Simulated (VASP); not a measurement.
Write the native input for VASP 6.6.1 that does the following.

* Task: single point
* Functional: HSE06
* Potentials or basis: VASP PAW PBE potentials, release 64 (Ba_sv, Hf_pv, O)
* Cutoff: 520 eV
* k mesh: 4 × 4 × 4
* Occupations: gaussian, width 0.01 eV
* Spin: no spin polarisation
* Dipole correction: no
* Grid for exact exchange (PRECFOCK): Fast
* Further INCAR settings: ALGO = Normal; EDIFF = 1e-07; NBANDS = 27
* Share of exact exchange: 0.25
* Screening parameter: 0.2079 1/Å

BaHfO3:

```xyz
5
Lattice="4.2188 0.0000 0.0000 0.0000 4.2188 0.0000 0.0000 0.0000 4.2188" Properties=species:S:1:pos:R:3 pbc="T T T"
Ba    0.0000    0.0000    0.0000
Hf    2.1094    2.1094    2.1094
O     2.1094    2.1094    0.0000
O     2.1094    0.0000    2.1094
O     0.0000    2.1094    2.1094
```

This cell differs from its parent crystal: strain +1.0%.

The input as run:

POSCAR

```
BaHfO3
1.0
    4.2188293586      0.0000000000      0.0000000000
    0.0000000000      4.2188293586      0.0000000000
    0.0000000000      0.0000000000      4.2188293586
Ba Hf O
1 1 3
Direct
    0.0000000000      0.0000000000      0.0000000000
    0.5000000000      0.5000000000      0.5000000000
    0.5000000000      0.5000000000      0.0000000000
    0.5000000000      0.0000000000      0.5000000000
    0.0000000000      0.5000000000      0.5000000000
```

INCAR.step1

```
ALGO = Normal ; EDIFF = 1E-5
ENCUT = 520 ; GGA = PE
ISIF = 2 ; ISMEAR = 0
LASPH = T ; LCHARG = F
LREAL = F ; LWAVE = T
NBANDS = 27 ; NELM = 60
PREC = Accurate ; SIGMA = 0.01
```

INCAR.step2

```
ALGO = Normal ; EDIFF = 1E-7
ENCUT = 520 ; GGA = PE
HFSCREEN = 0.2079 ; ISIF = 2
ISMEAR = 0 ; ISTART = 1
LASPH = T ; LCHARG = F
LHFCALC = T ; LREAL = F
LWAVE = F ; NBANDS = 27
NELM = 60 ; PREC = Accurate
PRECFOCK = Fast ; SIGMA = 0.01
```

KPOINTS

```
k-points
0
Gamma
  4 4 4
```

Potentials or basis: VASP PAW PBE potentials, release 64 (Ba_sv, Hf_pv, O).

The run is started by

```sh
$ cat potpaw_PBE.64/Ba_sv/POTCAR potpaw_PBE.64/Hf_pv/POTCAR potpaw_PBE.64/O/POTCAR > POTCAR
$ cp INCAR.step1 INCAR
$ mpirun -np 1 vasp_std > vasp.out
$ cp INCAR.step2 INCAR
$ mpirun -np 1 vasp_std > vasp.out
```

It gave:

| Quantity | Value |
| --- | --- |
| Pressure | -6.2 GPa |
| Band gap on the k mesh | 4.98 eV (least direct gap 5.26 eV) |

Caveat: the cell differs from its parent crystal (strain +1.0%); the cell stands under tension; the PAW data sets were made with another functional, which shifts forces and pressure a little; spin-orbit coupling is left out, which moves the levels of the heavy elements.

It took 40 min on 1 thread of Oxide Virtual Turin-like Processor, with other jobs on the host, peak memory 0.27 GiB.
